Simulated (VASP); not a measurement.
# BN (Qingsongite) (F-43m) in VASP: single point with PBEsol

Aim: the single point of BN (Qingsongite) with PBEsol.

Everything below comes from runs of VASP 6.6.1. Logs are shortened: lines on timing, memory, paths and dates and some standing lists are left out, and cuts for length are marked.

### Step 1. The cell of the first run

Symmetry: F-43m, No. 216, cubic system. The conventional cell has a = 3.615 Å, b = 3.615 Å, c = 3.615 Å, α = 90.00°, β = 90.00°, γ = 90.00°. Within 2.1 Å of B (site symmetry -43m) lie 4 N at 1.57 Å. N (site symmetry -43m) has 4 B at 1.57 Å within 2.1 Å.

### Step 2. Single point, PBEsol

INCAR

```
ALGO = Normal
EDIFF = 1E-6
ENCUT = 520
GGA = PS
ISIF = 2
ISMEAR = 0
LASPH = T
LCHARG = F
LREAL = F
LWAVE = F
NBANDS = 11
NELM = 100
PREC = Accurate
SIGMA = 0.01
```

KPOINTS

```
k-points
0
Gamma
  6 6 6
```

POSCAR

```
BN
1.0
    2.5561910000      0.0000000000      0.0000000000
    1.2780955000      2.2137263429      0.0000000000
    1.2780955000      0.7379087810      2.0871212117
B N
1 1
Direct
    0.0000000000      0.0000000000      0.0000000000
    0.2500000000      0.2500000000      0.2500000000
```

Potentials or basis: VASP PAW PBE potentials, release 64 (B, N).

On the command line:

```
> cat potpaw_PBE.64/B/POTCAR potpaw_PBE.64/N/POTCAR > POTCAR
> mpirun -np 1 vasp_std > vasp.out
```

OUTCAR:

```text
EDIFF = 1E-6
   ENCUT = 520
   GGA = PS
   ISIF = 2
   ISMEAR = 0
   LASPH = T
   LREAL = F
   NELM = 100
   PREC = Accurate

 ion  position               nearest neighbor table
   1  0.000  0.000  0.000-   2 1.57   2 1.57   2 1.57   2 1.57
   2  0.250  0.250  0.250-   1 1.57   1 1.57   1 1.57   1 1.57

  LATTYP: Found a face centered cubic cell.
 ALAT       =     3.6149999802

  Lattice vectors:

 A1 = (   2.5561910000,   0.0000000000,   0.0000000000)
 A2 = (   1.2780955000,   2.2137263429,   0.0000000000)
 A3 = (   1.2780955000,   0.7379087810,   2.0871212117)

Analysis of symmetry for initial positions (statically):
=====================================================================
 Subroutine PRICEL returns:
 Original cell was already a primitive cell.

 Routine SETGRP: Setting up the symmetry group for a
 face centered cubic supercell.

 Subroutine GETGRP returns: Found 24 space group operations
 (whereof 24 operations were pure point group operations)
 out of a pool of 48 trial point group operations.

The static configuration has the point symmetry T_d .

Analysis of symmetry for dynamics (positions and initial velocities):
=====================================================================
 Subroutine PRICEL returns:
 Original cell was already a primitive cell.

 Routine SETGRP: Setting up the symmetry group for a
 face centered cubic supercell.

 Subroutine GETGRP returns: Found 24 space group operations
 (whereof 24 operations were pure point group operations)
 out of a pool of 48 trial point group operations.

The dynamic configuration has the point symmetry T_d .

 Subroutine INISYM returns: Found 24 space group operations
 (whereof 24 operations are pure point group operations),
 and found     1 'primitive' translations

----------------------------------------------------------------------------------------

                                     Primitive cell

  volume of cell :      11.8104

  direct lattice vectors                    reciprocal lattice vectors
     2.556191000  0.000000000  0.000000000     0.391207073 -0.225863509 -0.159709619
     1.278095500  2.213726343  0.000000000     0.000000000  0.451727018 -0.159709619
     1.278095500  0.737908781  2.087121212     0.000000000  0.000000000  0.479128857

  length of vectors
     2.556191000  2.556191000  2.556191000     0.479128857  0.479128857  0.479128857

  position of ions in fractional coordinates (direct lattice)
     0.000000000  0.000000000  0.000000000
     0.250000000  0.250000000  0.250000000
[... 76 lines left out ...]
   POTIM  = 0.5000    time-step for ionic-motion
   TEBEG  =    0.0;   TEEND  =   0.0 temperature during run
   PSTRESS=    0.0 pullay stress
   NELECT =       8.0000    total number of electrons
   NUPDOWN=      -1.0000    fix difference up-down
   EMIN   =  10.00;   EMAX   =-10.00  energy-range for DOS
   EFERMI =   0.00;   METHOD = LEGACY
   ISMEAR =     0;   SIGMA  =   0.01  broadening in eV -4-tet -1-fermi 0-gaus
   EFERMI_NEDOS =   21; number of points for ismear=-14 and -15
   IALGO  =     38    algorithm
   IMIX   =      4    mixing-type and parameters
     AMIX     =   0.40;   BMIX     =  1.00
     AMIX_MAG =   1.60;   BMIX_MAG =  1.00
  volume/ion in A,a.u.               =       5.91        39.85
  Fermi-wavevector in a.u.,A,eV,Ry     =   1.437749  2.716952 28.124920  2.067123
  Thomas-Fermi vector in A             =   2.556793
   LORBIT       =      0    0 simple, 1 ext, 2 COOP (PROOUT), +10 PAW based schemes
   GGA     = PS    functional components
   LHFCALC =     F    Hartree Fock is set to
   AEXX    =    0.0000 exact exchange contribution
   IVDW    =     0    specifies the selected vdW correction
   LEPSILON=     F    determine dielectric tensor
   LRPA    =     F    only Hartree local field effects (RPA)
 non-spin polarized calculation
 Gauss-broadening in eV      SIGMA  =   0.01
  energy-cutoff  :      520.00
  volume of cell :       11.81
 maximum number of plane-waves:       332
   NGX =  9   NGY =  9   NGZ =  9

 number of electron       7.9999999 magnetization

 Free energy of the ion-electron system (eV)
  ---------------------------------------------------
  ext. energy  EPLUGINS =         0.00000000
  ---------------------------------------------------
  free energy    TOTEN  =       -18.34234199 eV

  energy without entropy =      -18.34234199  energy(sigma->0) =      -18.34234199

 E-fermi :   7.5186     XC(G=0): -13.0155

 val. band max:        7.3658171843   @ k =   0.0000   0.0000   0.0000
 cond. band min:      11.6401714473   @ k =   0.5000   0.5000   0.0000
 fundamental gap:      4.2743542630
 Fermi energy:         7.5185518298

 k-point     1 :       0.0000    0.0000    0.0000
  band No.  band energies     occupation
      1     -12.8885      2.00000
      2       7.3658      2.00000
      3       7.3658      2.00000
      4       7.3658      2.00000
      5      16.1251      0.00000
      6      16.1251      0.00000
      7      16.1251      0.00000
      8      17.6325      0.00000
      9      31.8732      0.00000
     10      35.0529      0.00000
     11      35.0529      0.00000
[... 197 lines left out ...]
 k-point    16 :      -0.3333    0.5000    0.1667
  band No.  band energies     occupation
      1      -7.0033      2.00000
      2      -0.8667      2.00000
      3       1.1192      2.00000
      4       1.1418      2.00000
      5      14.9807      0.00000
      6      19.2623      0.00000
      7      22.3889      0.00000
      8      24.0994      0.00000
      9      26.7907      0.00000
     10      33.1500      0.00000
     11      37.3511      0.00000

------------------------ aborting loop because EDIFF is reached ----------------------------------------

  FORCE on cell =-STRESS in cart. coord.  units (eV):
  Direction    XX          YY          ZZ          XY          YZ          ZX
  --------------------------------------------------------------------------------------
  -------------------------------------------------------------------------------------
  Total       -0.1704029     -0.1704029     -0.1704029      0.0000000     -0.0000000     -0.0000000
  in kB      -23.1165329    -23.1165329    -23.1165329      0.0000000     -0.0000000     -0.0000000
  external PRESSURE =     -23.1165329 kB  Pullay stress =       0.0000000 kB

 VOLUME and BASIS-vectors are now :
 -----------------------------------------------------------------------------
  energy-cutoff  :      520.00
  volume of cell :       11.81
      direct lattice vectors                 reciprocal lattice vectors
     2.556191000  0.000000000  0.000000000     0.391207073 -0.225863509 -0.159709619
     1.278095500  2.213726343  0.000000000     0.000000000  0.451727018 -0.159709619
     1.278095500  0.737908781  2.087121212     0.000000000  0.000000000  0.479128857

 POSITION                                       TOTAL-FORCE (eV/Angst)
 -----------------------------------------------------------------------------------
      0.00000      0.00000      0.00000        -0.000000      0.000000     -0.000000
      1.27810      0.73791      0.52178         0.000000     -0.000000      0.000000
 -----------------------------------------------------------------------------------
    total drift:                                0.000000      0.000000      0.000000

  FREE ENERGIE OF THE ION-ELECTRON SYSTEM (eV)
  ---------------------------------------------------
  free  energy   TOTEN  =       -18.3423419927 eV

  energy  without entropy=      -18.3423419927  energy(sigma->0) =      -18.34234199
```

It took 3.8 s on 1 thread of AMD EPYC 7R13, shared host; peak memory 0.09 GiB.

What came out:

```
Free energy            : -18.3423 eV
Pressure               : -2.3 GPa
Band gap on the k mesh : 4.27 eV, indirect (least direct gap 8.76 eV)
```

Caveat: the k points lie up to 0.50 Å⁻¹ apart; the PAW data sets were made with another functional, which shifts forces and pressure a little.
